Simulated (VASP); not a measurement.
Crystal: TiAl.

```
Ti Al
1.0
     2.86726    0.00000    0.00000
    -1.43363    2.48312    0.00000
     0.00000    0.00000    4.67808
Ti Al
1 1
Direct
  0.00000 0.00000 0.00000
  0.33333 0.66667 0.50000
```

```yaml
Program: VASP 6.6.1
Task: relaxation of volume and atoms at fixed shape
Functional: PBEsol
Potentials_or_basis: VASP PAW PBE potentials, release 64 (Ti_sv, Al)
Cutoff: 600 eV
k_mesh: 19 × 19 × 10
Occupations: fermi-dirac, width 0.1 eV
Spin: no spin polarisation
```

At the start: pressure -2.7 GPa; volume 16.65 Å³/atom.

Task: Where does the relaxation end?

Result: Over 3 steps the energy falls by 3.7 meV/atom and the volume is 16.23 Å³/atom (-2.6 %); space group P-6m2 (No. 187, to 0.1 Å) before and after.

The path:
```csv
step,energy change (eV),largest force (eV/Å),pressure (GPa),volume (Å³)
1,0.0000,0.0000,-2.74,33.31
2,-0.0047,0.0000,1.78,31.95
3,-0.0075,0.0000,0.01,32.45
```

Final structure:
```
Ti Al
1.0
     2.84255    0.00000    0.00000
    -1.42127    2.46172    0.00000
     0.00000    0.00000    4.63776
Ti Al
1 1
Direct
  0.00000 0.00000 0.00000
  0.33333 0.66667 0.50000
```

Caveat: the PAW data sets were made with another functional, which shifts forces and pressure a little.
